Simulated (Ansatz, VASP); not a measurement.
ZrC: VASP beside Ansatz

Contents of INCAR:

```
SYSTEM = ZrC
ALGO = Normal
EDIFF = 1E-7
EDIFFG = -0.005
ENCUT = 600
GGA = PS
IBRION = 2
ISIF = 3
ISMEAR = -1
LASPH = .True.
LCHARG = .False.
LREAL = .False.
LWAVE = .False.
NELM = 100
NSW = 100
PREC = Accurate
SIGMA = 0.05
```

KPOINTS

```
k-points
0
Gamma
  12 12 12
  0 0 0
```

File POSCAR:

```
ZrC
1.0
    0.0000000000      2.3167211471      2.3167211471
    2.3167211471      0.0000000000      2.3167211471
    2.3167211471      2.3167211471      0.0000000000
Zr C
1 1
Direct
    0.5000000000      0.5000000000      0.5000000000
    0.0000000000      0.0000000000      0.0000000000
```

Input for Ansatz:

```yaml
crystal:
  lattice:
    - [0.0, 2.3167211471, 2.3167211471]
    - [2.3167211471, 0.0, 2.3167211471]
    - [2.3167211471, 2.3167211471, 0.0]
  atoms:
    - { symbol: Zr, position: [0.5, 0.5, 0.5] }
    - { symbol: C, position: [0.0, 0.0, 0.0] }
kpoints:
  mp_grid: { grid: [12, 12, 12] }
scf:
  occupations: { method: fermi_dirac, width: 0.05 }
hamiltonian:
  xc: pbesol
  pseudopotentials: { kind: all_electron, lapw: { basis_error: 0.001 } }
output:
  forces: true
  stress: true
relax:
  f_tol: 0.005
  max_steps: 80
  cell: {}
```

Alike in both runs: task relaxation of cell and atoms; functional PBEsol; k mesh 12 × 12 × 12; occupations fermi-dirac, width 0.05 eV; no spin polarisation.

```csv
,VASP,Ansatz
version,VASP 6.6.1,Ansatz 0.2.0
potentials or method,"VASP PAW PBE potentials, release 64 (Zr_sv, C), cutoff 600 eV","all-electron LAPW, scalar-relativistic"
```

|  | VASP | Ansatz | Ansatz less VASP |
| --- | --- | --- | --- |
| relaxed volume (Å³/atom) | 12.74 | 12.73 | -0.011 |
| relaxed cell length with the largest relative difference (Å) | 3.303 | 3.302 | -0.0010 |

VASP's potentials were made for PBE, not for PBEsol. Ansatz ran all-electron here, and VASP with PAW potentials.
